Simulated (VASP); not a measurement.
Set up this calculation in VASP 6.6.1, as the native input.

```
Task                   : single point
Functional             : PBE
Potentials or basis    : VASP PAW PBE potentials, release 64 (Au)
Cutoff                 : 520 eV
k mesh                 : 20 × 20 × 20
Occupations            : gaussian, width 0.15 eV
Spin                   : no spin polarisation
Dipole correction      : no
Further INCAR settings : ALGO = Normal; EDIFF = 1e-06; NBANDS = 12
```

The structure of Au lies in POSCAR:

```
Au
1.0
    0.0000000000      2.1068650000      2.0761825000
    2.1068650000      0.0000000000      2.0761825000
    2.1068650000      2.1068650000      0.0000000000
Au
1
Direct
    0.0000000000      0.0000000000      0.0000000000
```

This cell differs from its parent crystal: strain +0.030 along x and y, +0.015 along z.

These files were run (other wordings do the same):

INCAR

```
PREC = Accurate
ENCUT = 520
EDIFF = 1E-6
ISMEAR = 0
SIGMA = 0.15
LREAL = F
LASPH = T
NELM = 100
ALGO = Normal
ISIF = 2
LWAVE = F
LCHARG = F
GGA = PE
NBANDS = 12
```

KPOINTS

```
Automatic mesh
0
Gamma
  20 20 20
```

Potentials or basis: VASP PAW PBE potentials, release 64 (Au).

The run is started by

```bash
$ cat potpaw_PBE.64/Au/POTCAR > POTCAR
$ mpirun -np 1 vasp_std > vasp.out
```

It gave:

| Quantity | Value |
| --- | --- |
| Pressure | -3.5 GPa |

Caveat: the cell differs from its parent crystal (strain +0.030 along x and y, +0.015 along z).

It took 3.2 min on 1 thread of AMD EPYC 7R43 64-Core Processor (Zen 3) (shared host), peak memory 0.21 GiB.
